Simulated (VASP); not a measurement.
## SnH5: relaxation of cell and atoms with PBE

Crystal: SnH5.

```
CELL_PARAMETERS angstrom
3.62391 0.00000 0.00000
-1.81196 3.13840 0.00000
0.00000 0.00000 3.87542
ATOMIC_POSITIONS crystal
Sn 0.00000 0.00000 0.00000
H 0.33333 0.66667 0.00000
H 0.66667 0.33333 0.00000
H 0.50000 0.00000 0.50000
H 0.50000 0.50000 0.50000
H 0.00000 0.50000 0.50000
```

The cell was built from a structure type or drawn by symmetry, and may not be a known phase.

```
Program                : VASP 6.6.1
Task                   : relaxation of cell and atoms
Functional             : PBE
Potentials or basis    : VASP PAW PBE potentials, release 64 (Sn_d, H)
Cutoff                 : 600 eV
k mesh                 : 12 × 12 × 10
Occupations            : gaussian, width 0.1 eV
Spin                   : no spin polarisation
Dipole correction      : no
Further INCAR settings : ALGO = Normal; EDIFF = 1e-07; IBRION = 2; EDIFFG = -0.01; NSW = 100; ISIF = 3
```

```
Relaxed volume                        : 7.47 Å³/atom
Relaxed cell                          : a = 3.587 Å, b = 3.587 Å, c = 4.024 Å, α = 90.00°, β = 90.00°, γ = 120.00°
Space group after relaxing (to 0.1 Å) : P6/mmm (No. 191)
Energy gained by relaxing             : 1.6 meV/atom
Ionic steps                           : 8
Pressure after relaxing               : 0.0 GPa
Band gap on the k mesh                : zero (an odd number of electrons rules out a gap without spin polarisation)
```

Step by step:
```csv
step,energy change (eV),largest force (eV/Å),pressure (GPa),volume (Å³)
1,0.0000,0.0000,-0.43,44.08
2,-0.0023,0.0000,-0.07,43.95
3,-0.0048,0.0000,1.01,43.57
4,-0.0049,0.0000,0.82,43.63
5,-0.0067,0.0000,0.61,43.89
6,-0.0092,0.0000,0.21,44.48
7,-0.0069,0.0000,-0.51,45.67
8,-0.0097,0.0000,-0.02,44.83
```

Final structure:
```xyz
6
Lattice="3.5866 0.0000 0.0000 -1.7933 3.1061 0.0000 0.0000 0.0000 4.0238" Properties=species:S:1:pos:R:3 pbc="T T T"
Sn    0.0000    0.0000    0.0000
H     0.0000    2.0707    0.0000
H     1.7933    1.0354    0.0000
H     1.7933    0.0000    2.0119
H     0.8966    1.5530    2.0119
H    -0.8966    1.5530    2.0119
```

Levels at points of the mesh, in eV from the Fermi level:
| k point | band 5 | band 6 | band 7 | band 8 | band 9 | band 10 | band 11 | band 12 | band 13 |
| --- | --- | --- | --- | --- | --- | --- | --- | --- | --- |
| (0.00, 0.00, 0.00) | -21.53 | -12.38 | -4.64 | -0.28 | 0.17 | 2.27 | 2.27 | 4.05 | 4.17 |
| (0.50, 0.00, 0.00) | -21.44 | -8.56 | -8.17 | -2.35 | -0.79 | -0.42 | -0.14 | 2.60 | 5.60 |
| (0.00, 0.00, 0.50) | -21.53 | -11.07 | -8.64 | 0.38 | 2.58 | 2.58 | 4.83 | 5.06 | 5.06 |
| (0.50, 0.00, 0.50) | -21.44 | -7.24 | -6.89 | -5.26 | -4.45 | 0.16 | 1.50 | 2.09 | 3.19 |

It took 5.8 min on 1 thread of Intel(R) Xeon(R) Platinum 8259CL CPU @ 2.50GHz (Skylake/Cascade Lake), with other jobs on the host, peak memory 0.24 GiB.

Caveat: spin-orbit coupling is left out, which moves the levels of the heavy elements.
